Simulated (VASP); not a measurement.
Here is a VASP 6.6.1 calculation.

The input INCAR:

```
SYSTEM = Si5P3
PREC = Accurate
ENCUT = 400
EDIFF = 1E-6
ISMEAR = -1
SIGMA = 0.0689
LREAL = Auto
LASPH = .TRUE.
NELM = 120
ALGO = Normal
ISIF = 2
LWAVE = .FALSE.
LCHARG = .FALSE.
GGA = PE
ISYM = -1
NBANDS = 49
GGA_COMPAT = .FALSE.
```

Contents of KPOINTS:

```
explicit points
1
Reciprocal
  0.25000000   0.25000000   0.25000000 1
```

POSCAR

```
Si5P3
1.0
    6.2157380000      0.0340420000     -0.0111490000
    0.0340420000      6.1431130000      0.0288260000
   -0.0111490000      0.0288260000      6.0640340000
Si P
10 6
Direct
    0.6139947854      0.0575326548      0.1428151609
   -0.1548652986      0.6251124126      0.5263212436
    0.1167802923      0.8890863671      0.7310950400
    0.1205760599      0.3619948772      0.6584650479
    0.6030940245      0.8495945852      0.7593815407
    0.3964796108      0.0596284785      0.4839228310
    0.7841080169      0.4026825992      0.2306141904
    0.4162186569      0.4338126717      0.2993069197
    0.0815825932      0.1601369069      0.2602390517
    0.5457352141      0.4146155385      0.6852139507
    0.9623798264      0.8211786747      0.2430192964
    0.8163205668      0.1574056072      0.8033158759
    0.8441166410      0.6058995103      0.9241109791
    0.3435671450      0.7991942906      0.2250902379
    0.3241666262      0.5887437866      0.9061649399
    0.3230544581      0.1697841949      0.8887492278
```

Potentials or basis: VASP PAW PBE potentials, release 64 (Si, P).

Launch:

```bash
$ cat potpaw_PBE.64/Si/POTCAR potpaw_PBE.64/P/POTCAR > POTCAR
$ mpirun -np 1 vasp_std > vasp.out
```

(1) Predict the pressure.

(2) What does it give for the largest force?

## Answers

(1) 11.3 GPa.

(2) 1.813 eV/Å.

Caveat: the atoms stand as in a frame of molecular dynamics.
